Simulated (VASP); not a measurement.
Wanted: the native input for a VASP 6.6.1 run.

* Task: single point
* Functional: PBE
* Potentials or basis: VASP PAW PBE potentials, release 64 (Au)
* Cutoff: 520 eV
* k mesh: 8 × 8 × 17
* Occupations: gaussian, width 0.1 eV
* Spin: no spin polarisation
* Dipole correction: no
* Further INCAR settings: ALGO = Fast; EDIFF = 1e-07; NBANDS = 18; ISYM = 0

The structure of Au lies in POSCAR:

```
Au
1.0
    4.2144047926      0.0000000000      0.0000000000
    0.0000000000      4.2144047926      0.0000000000
   -2.1072023963      0.0000000000      2.0457389996
Au
2
Direct
    0.0000000000      0.0000000000      0.0000000000
    0.5000000000      0.5000000000      0.0000000000
```

These files were run (other wordings do the same):

INCAR

```
SYSTEM = Au
ALGO = Fast
EDIFF = 1E-7
ENCUT = 520
GGA = PE
ISIF = 2
ISMEAR = 0
ISYM = 0
LASPH = .True.
LCHARG = .False.
LREAL = .False.
LWAVE = .False.
NBANDS = 18
NELM = 80
PREC = Accurate
SIGMA = 0.1
```

KPOINTS

```
k-points
0
Gamma
  8 8 17
  0 0 0
```

Potentials or basis: VASP PAW PBE potentials, release 64 (Au).

Command:

```bash
$ cat potpaw_PBE.64/Au/POTCAR > POTCAR
$ mpirun -np 1 vasp_std > vasp.out
```

Results of the run:

The pressure is -1.5 GPa and the band gap on the k mesh is zero (bands 11 and 12 overlap by 6.73 eV).

Caveat: spin-orbit coupling is left out, which moves the levels of the heavy elements.

Wall time 3.1 min on 1 thread of AMD EPYC 9R45 96-Core Processor (Zen 5) (shared host), peak memory 0.37 GiB.
